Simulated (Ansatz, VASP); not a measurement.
# Two plane-wave programs on Ir

```
CELL_PARAMETERS angstrom
0.00000 1.82821 2.13352
1.82821 0.00000 2.13352
1.82821 1.82821 0.00000
ATOMIC_POSITIONS crystal
Ir 0.00000 0.00000 0.00000
```

Alike in both runs: task single point; functional PBE; k mesh 22 × 22 × 22; occupations gaussian, width 0.15 eV; no spin polarisation.

|  | VASP | Ansatz |
| --- | --- | --- |
| version | VASP 6.6.1 | Ansatz 0.2.0 |
| potentials or method | VASP PAW PBE potentials, release 64 (Ir), cutoff 520 eV | scalar-relativistic, plane waves, PAW |
| valence electrons in the cell | 9 | 17 |

```tsv
	VASP	Ansatz	Ansatz less VASP
gap on the k mesh at the Fermi level (eV)	none	none	-
pressure (GPa)	12.8	12.1	-0.72
traceless stress, the component that is largest in VASP (GPa)	-36.43	-36.62	-0.191
```

A gap of «none» marks a metal or a gap that the smearing closes. VASP's potentials hold 9 valence electrons a cell and Ansatz's 17, so a difference there can come from the potentials and not from the codes.

Spin-orbit coupling is off throughout.
